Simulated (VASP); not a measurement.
# Si3N4 (I-43d) in VASP: relaxation of cell and atoms with PBE

Aim: the relaxation of cell and atoms of Si3N4 with PBE.

Program: VASP 6.6.1. These are calculated values, not measurements. Logs are shortened: lines on timing, memory, paths and dates and some standing lists are left out, and cuts for length are marked.

## (1) The cell of the first run

Symmetry: I-43d, No. 220, cubic system. The conventional cell has a = 6.488 Å, b = 6.488 Å, c = 6.488 Å, α = 90.00°, β = 90.00°, γ = 90.00°. Si (site symmetry -4) has 4 N at 1.76 Å within 2.3 Å. Within 2.3 Å of N (site symmetry 3) lie 3 Si at 1.76 Å.

## (2) Relaxation of cell and atoms, PBE

INCAR

```
ALGO = Normal ; EDIFF = 1E-7
EDIFFG = -0.01 ; ENCUT = 600
GGA = PE ; IBRION = 2
ISIF = 3 ; ISMEAR = 0
LASPH = True ; LCHARG = False
LREAL = False ; LWAVE = False
NELM = 100 ; NSW = 100
PREC = Accurate ; SIGMA = 0.02
```

KPOINTS

```
k-points
0
Gamma
  6 6 6
```

POSCAR

```
Si3N4
1.0
   -3.2441470000      3.2441470000      3.2441470000
    3.2441470000     -3.2441470000      3.2441470000
    3.2441470000      3.2441470000     -3.2441470000
Si N
6 8
Direct
    0.3750000000      0.2500000000      0.6250000000
    0.6250000000      0.3750000000      0.2500000000
    0.8750000000      0.1250000000      0.7500000000
    0.2500000000      0.6250000000      0.3750000000
    0.7500000000      0.8750000000      0.1250000000
    0.1250000000      0.7500000000      0.8750000000
    0.5000000000      0.0000000000      0.0627500000
    0.5627500000      0.5000000000      0.0000000000
    0.9372500000      0.9372500000      0.9372500000
    0.0000000000      0.5627500000      0.5000000000
    0.4372500000      0.4372500000      0.4372500000
    0.0000000000      0.0627500000      0.5000000000
    0.5000000000      0.0000000000      0.5627500000
    0.0627500000      0.5000000000      0.0000000000
```

Potentials or basis: VASP PAW PBE potentials, release 64 (Si, N).

Run with:

```bash
cat potpaw_PBE.64/Si/POTCAR potpaw_PBE.64/N/POTCAR > POTCAR
mpirun -np 1 vasp_std > vasp.out
```

OUTCAR:

```text
EDIFF = 1E-7
   EDIFFG = -0.01
   ENCUT = 600
   GGA = PE
   IBRION = 2
   ISIF = 3
   ISMEAR = 0
   LASPH = True
   LREAL = False
   NELM = 100
   NSW = 100
   PREC = Accurate

 ion  position               nearest neighbor table
   1  0.375  0.250  0.625-   8 1.76  11 1.76  13 1.76  12 1.76   2 3.03   3 3.03   4 3.03   5 3.03
                             2 3.03   3 3.03   5 3.03   4 3.03
   2  0.625  0.375  0.250-   7 1.76   8 1.76  10 1.76  11 1.76   4 3.03   4 3.03   1 3.03   5 3.03
                             1 3.03   6 3.03   5 3.03   6 3.03
   3  0.875  0.125  0.750-   9 1.76  12 1.76  13 1.76  14 1.76   6 3.03   6 3.03   5 3.03   1 3.03
                             1 3.03   5 3.03   4 3.03   4 3.03
   4  0.250  0.625  0.375-  10 1.76  11 1.76  13 1.76  14 1.76   1 3.03   2 3.03   2 3.03   3 3.03
                             3 3.03   6 3.03   1 3.03   6 3.03
   5  0.750  0.875  0.125-   7 1.76   9 1.76  12 1.76   8 1.76   3 3.03   2 3.03   6 3.03   3 3.03
                             2 3.03   1 3.03   1 3.03   6 3.03
   6  0.125  0.750  0.875-   7 1.76   9 1.76  10 1.76  14 1.76   5 3.03   3 3.03   3 3.03   2 3.03
                             2 3.03   4 3.03   4 3.03   5 3.03
   7  0.500  0.000  0.063-   2 1.76   5 1.76   6 1.76
   8  0.563  0.500  0.000-   1 1.76   2 1.76   5 1.76
   9  0.937  0.937  0.937-   3 1.76   5 1.76   6 1.76
  10  0.000  0.563  0.500-   2 1.76   4 1.76   6 1.76
  11  0.437  0.437  0.437-   1 1.76   2 1.76   4 1.76
  12  0.000  0.063  0.500-   3 1.76   5 1.76   1 1.76
  13  0.500  0.000  0.563-   1 1.76   3 1.76   4 1.76
  14  0.063  0.500  0.000-   3 1.76   4 1.76   6 1.76

  LATTYP: Found a body centered cubic cell.
 ALAT       =     6.4882940000

  Lattice vectors:

 A1 = (  -3.2441470000,   3.2441470000,   3.2441470000)
 A2 = (   3.2441470000,  -3.2441470000,   3.2441470000)
 A3 = (   3.2441470000,   3.2441470000,  -3.2441470000)

Analysis of symmetry for initial positions (statically):
=====================================================================
 Subroutine PRICEL returns:
 Original cell was already a primitive cell.

 Routine SETGRP: Setting up the symmetry group for a
 body centered cubic supercell.

 Subroutine GETGRP returns: Found 24 space group operations
 (whereof  3 operations were pure point group operations)
 out of a pool of 48 trial point group operations.

The static configuration has the point symmetry C_3 .
 The point group associated with its full space group is T_d .

Analysis of symmetry for dynamics (positions and initial velocities):
=====================================================================
 Subroutine PRICEL returns:
 Original cell was already a primitive cell.

 Routine SETGRP: Setting up the symmetry group for a
 body centered cubic supercell.

 Subroutine GETGRP returns: Found 24 space group operations
 (whereof  3 operations were pure point group operations)
 out of a pool of 48 trial point group operations.

The dynamic configuration has the point symmetry C_3 .
 The point group associated with its full space group is T_d .

 Subroutine INISYM returns: Found 24 space group operations
 (whereof  3 operations are pure point group operations),
 and found     1 'primitive' translations

----------------------------------------------------------------------------------------

                                     Primitive cell

  volume of cell :     136.5720

  direct lattice vectors                    reciprocal lattice vectors
    -3.244147000  3.244147000  3.244147000     0.000000000  0.154123719  0.154123719
     3.244147000 -3.244147000  3.244147000     0.154123719  0.000000000  0.154123719
     3.244147000  3.244147000 -3.244147000     0.154123719  0.154123719  0.000000000

  length of vectors
     5.619027431  5.619027431  5.619027431     0.217963853  0.217963853  0.217963853

  position of ions in fractional coordinates (direct lattice)
     0.375000000  0.250000000  0.625000000
     0.625000000  0.375000000  0.250000000
     0.875000000  0.125000000  0.750000000
     0.250000000  0.625000000  0.375000000
     0.750000000  0.875000000  0.125000000
     0.125000000  0.750000000  0.875000000
     0.500000000  0.000000000  0.062750000
     0.562750000  0.500000000  0.000000000
[... 37 lines left out ...]
     0.025687286  0.025687286  0.000000000     0.000000000  0.000000000  0.166666667

  Length of vectors
     0.036327309  0.036327309  0.036327309

  Shift w.r.t. Gamma in fractional coordinates (k-lattice)
     0.000000000  0.000000000  0.000000000

 Subroutine IBZKPT returns following result:
 ===========================================

 Found     16 irreducible k-points:

 Following reciprocal coordinates:
            Coordinates               Weight
  0.000000  0.000000  0.000000      1.000000
  0.166667  0.000000  0.000000     12.000000
  0.333333  0.000000  0.000000     12.000000
  0.500000  0.000000  0.000000      6.000000
  0.166667  0.166667  0.000000     24.000000
  0.333333  0.166667 -0.000000     48.000000
[... 8 lines left out ...]
  0.500000  0.500000  0.333333     12.000000
  0.500000  0.500000  0.500000      1.000000
   k-points           NKPTS =     16   k-points in BZ     NKDIM =     16   number of bands    NBANDS=     40
   number of dos      NEDOS =    301   number of ions     NIONS =     14
   total plane-waves  NPLWV = 110592
   dimension x,y,z NGX =    48 NGY =   48 NGZ =   48
   dimension x,y,z NGXF=    96 NGYF=   96 NGZF=   96
   ions per type =               6   8
   NGX,Y,Z   is equivalent  to a cutoff of  14.20, 14.20, 14.20 a.u.
   NGXF,Y,Z  is equivalent  to a cutoff of  28.40, 28.40, 28.40 a.u.
 SYSTEM =  unknown system
   PREC   = accura    normal or accurate (medium, high low for compatibility)
   ISTART =      0    job   : 0-new  1-cont  2-samecut
   ICHARG =      2    charge: 1-file 2-atom 10-const
   ISPIN  =      1    spin polarized calculation?
   LNONCOLLINEAR =      F non collinear calculations
   LSORBIT =      F    spin-orbit coupling
   LASPH  =      T    aspherical Exc in radial PAW
   ENCUT  =  600.0 eV  44.10 Ry    6.64 a.u.  11.22 11.22 11.22*2*pi/ulx,y,z
   NELM   =    100;   NELMIN=  2; NELMDL= -5     # of ELM steps
   EDIFF  = 0.1E-06   stopping-criterion for ELM
   LREAL  =      F    real-space projection
   EDIFFG = -.1E-01   stopping-criterion for IOM
   NSW    =    100    number of steps for IOM
   IBRION =      2    ionic relax: 0-MD 1-quasi-New 2-CG
   NFREE  =      1    steps in history (QN), initial steepest desc. (CG)
   ISIF   =      3    stress and relaxation
   ISYM   =      2    0-nonsym 1-usesym 2-fastsym
   POTIM  = 0.5000    time-step for ionic-motion
   TEBEG  =    0.0;   TEEND  =   0.0 temperature during run
   PSTRESS=    0.0 pullay stress
   NELECT =      64.0000    total number of electrons
   NUPDOWN=      -1.0000    fix difference up-down
   EMIN   =  10.00;   EMAX   =-10.00  energy-range for DOS
   EFERMI =   0.00;   METHOD = LEGACY
   ISMEAR =     0;   SIGMA  =   0.02  broadening in eV -4-tet -1-fermi 0-gaus
   EFERMI_NEDOS =   21; number of points for ismear=-14 and -15
   IALGO  =     38    algorithm
   IMIX   =      4    mixing-type and parameters
     AMIX     =   0.40;   BMIX     =  1.00
     AMIX_MAG =   1.60;   BMIX_MAG =  1.00
  volume/ion in A,a.u.               =       9.76        65.83
  Fermi-wavevector in a.u.,A,eV,Ry     =   1.271592  2.402960 21.999873  1.616945
  Thomas-Fermi vector in A             =   2.404516
   LORBIT       =      0    0 simple, 1 ext, 2 COOP (PROOUT), +10 PAW based schemes
   GGA     = PE    functional components
   LHFCALC =     F    Hartree Fock is set to
   AEXX    =    0.0000 exact exchange contribution
   IVDW    =     0    specifies the selected vdW correction
   LEPSILON=     F    determine dielectric tensor
   LRPA    =     F    only Hartree local field effects (RPA)
 conjugate gradient relaxation of ions
 non-spin polarized calculation
 Gauss-broadening in eV      SIGMA  =   0.02
  energy-cutoff  :      600.00
  volume of cell :      136.57
 maximum number of plane-waves:      4567
 NGX is ok and might be reduce to    48
   NGX = 23   NGY = 23   NGZ = 23

 number of electron      63.9999989 magnetization

 Free energy of the ion-electron system (eV)
  ---------------------------------------------------
  ext. energy  EPLUGINS =         0.00000000
  ---------------------------------------------------
  free energy    TOTEN  =      -113.16315635 eV

  energy without entropy =     -113.16315635  energy(sigma->0) =     -113.16315635

 E-fermi :   7.7948     XC(G=0): -11.3491

 val. band max:        7.6329715291   @ k =   0.3333   0.3333   0.0000
 cond. band min:      11.6763635655   @ k =  -0.1667   0.1667   0.1667
 fundamental gap:      4.0433920364
 Fermi energy:         7.7947600658

 k-point     1 :       0.0000    0.0000    0.0000
  band No.  band energies     occupation
      1     -10.5011      2.00000
      2      -7.6520      2.00000
      3      -7.6520      2.00000
      4      -7.6520      2.00000
      5      -7.1377      2.00000
      6      -7.1377      2.00000
[... 677 lines left out ...]
     39      16.1127      0.00000
     40      16.1127      0.00000

------------------------ aborting loop because EDIFF is reached ----------------------------------------

  FORCE on cell =-STRESS in cart. coord.  units (eV):
  Direction    XX          YY          ZZ          XY          YZ          ZX
  --------------------------------------------------------------------------------------
  -------------------------------------------------------------------------------------
  Total       -0.1164180     -0.1164180     -0.1164180      0.0000000     -0.0000000      0.0000000
  in kB       -1.3657439     -1.3657439     -1.3657439      0.0000000     -0.0000000      0.0000000
  external PRESSURE =      -1.3657439 kB  Pullay stress =       0.0000000 kB

 VOLUME and BASIS-vectors are now :
 -----------------------------------------------------------------------------
  energy-cutoff  :      600.00
  volume of cell :      136.57
      direct lattice vectors                 reciprocal lattice vectors
    -3.244147000  3.244147000  3.244147000     0.000000000  0.154123719  0.154123719
     3.244147000 -3.244147000  3.244147000     0.154123719  0.000000000  0.154123719
     3.244147000  3.244147000 -3.244147000     0.154123719  0.154123719  0.000000000

 POSITION                                       TOTAL-FORCE (eV/Angst)
 -----------------------------------------------------------------------------------
      1.62207      2.43311      0.00000        -0.000000      0.000000     -0.000000
      0.00000      1.62207      2.43311        -0.000000      0.000000     -0.000000
     -0.00000      4.86622      0.81104        -0.000000      0.000000     -0.000000
      2.43311      0.00000      1.62207        -0.000000      0.000000     -0.000000
      0.81104     -0.00000      4.86622        -0.000000      0.000000     -0.000000
      4.86622      0.81104      0.00000        -0.000000      0.000000     -0.000000
     -1.41850      1.82564      1.41850         0.000266      0.000266     -0.000266
     -0.20357      0.20357      3.44772        -0.000266      0.000266      0.000266
      3.04058      3.04058      3.04058        -0.000266     -0.000266     -0.000266
      3.44772     -0.20357      0.20357         0.000266     -0.000266      0.000266
      1.41850      1.41850      1.41850        -0.000266     -0.000266     -0.000266
      1.82564      1.41850     -1.41850         0.000266     -0.000266      0.000266
      0.20357      3.44772     -0.20357         0.000266      0.000266     -0.000266
      1.41850     -1.41850      1.82564        -0.000266      0.000266      0.000266
 -----------------------------------------------------------------------------------
    total drift:                               -0.000001     -0.000001     -0.000001

  FREE ENERGIE OF THE ION-ELECTRON SYSTEM (eV)
  ---------------------------------------------------
  free  energy   TOTEN  =      -113.1631563535 eV

  energy  without entropy=     -113.1631563535  energy(sigma->0) =     -113.16315635

 reached required accuracy - stopping structural energy minimisation
```

Wall time 3.6 min (1 thread of AMD EPYC 7R13 (Zen 3), shared host); peak memory 0.3 GiB.

What came out:

```yaml
Free_energy: -113.1632 eV
Pressure_after_relaxing: -0.1 GPa
Band_gap_on_the_k_mesh: 4.04 eV, indirect (least direct gap 4.23 eV)
```

Final structure:
```xyz
14
Lattice="-3.2441 3.2441 3.2441 3.2441 -3.2441 3.2441 3.2441 3.2441 -3.2441" Properties=species:S:1:pos:R:3 pbc="T T T"
Si    1.6221    2.4331    0.0000
Si    0.0000    1.6221    2.4331
Si    0.0000    4.8662    0.8110
Si    2.4331    0.0000    1.6221
Si    0.8110    0.0000    4.8662
Si    4.8662    0.8110    0.0000
N    -1.4185    1.8256    1.4185
N    -0.2036    0.2036    3.4477
N     3.0406    3.0406    3.0406
N     3.4477   -0.2036    0.2036
N     1.4185    1.4185    1.4185
N     1.8256    1.4185   -1.4185
N     0.2036    3.4477   -0.2036
N     1.4185   -1.4185    1.8256
```

Caveat: the relaxation stopped at its first step, so nothing moved.
